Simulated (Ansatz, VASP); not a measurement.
**One calculation of AlNi, two programs**

The input INCAR:

```
SYSTEM = AlNi
  PREC = Accurate
  ENCUT = 520
  EDIFF = 1E-6
  ISMEAR = -1
  SIGMA = 0.05
  LREAL = .False.
  LASPH = .True.
  NELM = 150
  ALGO = Fast
  ISIF = 2
  LWAVE = .False.
  LCHARG = .False.
  ISPIN = 2
  MAGMOM = 1 0
  LORBIT = 11
  LMAXMIX = 4
  GGA = PS
  NBANDS = 18
```

Contents of KPOINTS:

```
Automatic mesh
0
Gamma
  11 11 7
  0 0 0
```

Contents of POSCAR:

```
AlNi
1.0
    2.3309565903     -1.4130331573      0.0000000000
    2.3309565903      1.4130331573      0.0000000000
   -1.3743010865      0.0000000000      3.9319075144
Ni Al
1 1
Direct
    0.5000000000      0.5000000000      0.5000000000
    0.0000000000      0.0000000000      0.0000000000
```

Contents of input.yaml:

```yaml
crystal:
  lattice:
    - [2.3309565903, -1.4130331573, 0.0]
    - [2.3309565903, 1.4130331573, 0.0]
    - [-1.3743010865, 0.0, 3.9319075144]
  atoms:
    - { symbol: Ni, position: [0.5, 0.5, 0.5], spin: 1.0 }
    - { symbol: Al, position: [0.0, 0.0, 0.0] }
hamiltonian:
  xc: pbesol
  pseudopotentials: { kind: paw }
magnetization:
  spin_polarized: true
kpoints:
  mp_grid: { grid: [11, 11, 7] }
scf:
  occupations: { method: fermi_dirac, width: 0.05 }
output:
  forces: true
  stress: true
  eigenvalues: true
  write_density: true
  write_potential: true
  elf: true
  volumetric_format: npy
```

Alike in both runs: task single point; functional PBEsol; k mesh 11 × 11 × 7; occupations fermi-dirac, width 0.05 eV; collinear spin.

|  | VASP | Ansatz |
| --- | --- | --- |
| version | VASP 6.6.1 | Ansatz 0.2.0 |
| potentials or method | VASP PAW PBE potentials, release 64 (Ni, Al) | Ansatz PAW |
| plane-wave cutoff (eV) | 520 | 420 |
| valence electrons in the cell | 13 | 21 |

Ansatz gave:

| Item | Value |
| --- | --- |
| gap on the k mesh at the Fermi level (eV) | none |
| pressure (GPa) | -8.3 |
| traceless stress, the component that is largest in VASP (GPa) | 1.37 |
| net moment per atom (μB) | 0.00 |

Task: Which values does VASP return?

Result: gap on the k mesh at the Fermi level (eV): none; pressure (GPa): -8.1; traceless stress, the component that is largest in VASP (GPa): 1.41; net moment per atom (μB): 0.00.

VASP's potentials were made for PBE, not for PBEsol. A gap of «none» marks a metal or a gap that the smearing closes. VASP's potentials hold 13 valence electrons a cell and Ansatz's 21, so a difference there can come from the potentials and not from the codes.
